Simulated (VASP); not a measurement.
Write the native input for VASP 6.6.1 that does the following.

```
Task                   : single point
Functional             : PBE
Potentials or basis    : VASP PAW PBE potentials, release 64 (Er_3, Be, Pd), 4f in core
Cutoff                 : 600 eV
k mesh                 : 4 × 4 × 4
Occupations            : gaussian, width 0.1 eV
Spin                   : no spin polarisation
Dipole correction      : no
Mended                 : yes
Further INCAR settings : ALGO = Normal; EDIFF = 1e-06; NBANDS = 20
```

The structure of ErBe3Pd lies in POSCAR:

```
ErBe3Pd
1.0
    3.9004251400      0.0000000000      0.0000000000
    0.0000000000      3.9004251400      0.0000000000
    0.0000000000      0.0000000000      3.9004251400
Er Be Pd
1 3 1
Direct
    0.5000000000      0.5000000000      0.5000000000
    0.5000000000      0.5000000000      0.0000000000
    0.0000000000      0.5000000000      0.5000000000
    0.5000000000      0.0000000000      0.5000000000
    0.0000000000      0.0000000000      0.0000000000
```

The cell was built from a structure type or drawn by symmetry, and may not be a known phase.

These files were run (other wordings do the same):

INCAR

```
SYSTEM = ErBe3Pd
PREC = Accurate ; ENCUT = 600
EDIFF = 1E-6 ; ISMEAR = 0
SIGMA = 0.1 ; LREAL = .FALSE.
LASPH = .TRUE. ; NELM = 200
ALGO = Normal ; ISIF = 2
LWAVE = .FALSE. ; LCHARG = .FALSE.
GGA = PE ; NBANDS = 20
GGA_COMPAT = .FALSE. ; LMAXMIX = 6
```

KPOINTS

```
Automatic mesh
0
G
  4 4 4
  0 0 0
```

Potentials or basis: VASP PAW PBE potentials, release 64 (Er_3, Be, Pd), 4f in core.

Command:

```sh
$ cat potpaw_PBE.64/Er_3/POTCAR potpaw_PBE.64/Be/POTCAR potpaw_PBE.64/Pd/POTCAR > POTCAR
$ mpirun -np 1 vasp_std > vasp.out
```

Results of the run:

| Item | Value |
| --- | --- |
| Pressure | 42.4 GPa |
| Band gap on the k mesh | zero (an odd number of electrons rules out a gap without spin polarisation) |

Caveat: the k points lie up to 0.40 Å⁻¹ apart, too coarse for converged energies and pressures of a metal; spin-orbit coupling is left out, which moves the levels of the heavy elements; the 4f electrons are frozen in the core, so they carry no moment and show no levels.

Wall time 12 s on 1 thread of AMD EPYC 9R45 96-Core Processor (Zen 5) (shared host), peak memory 0.15 GiB.
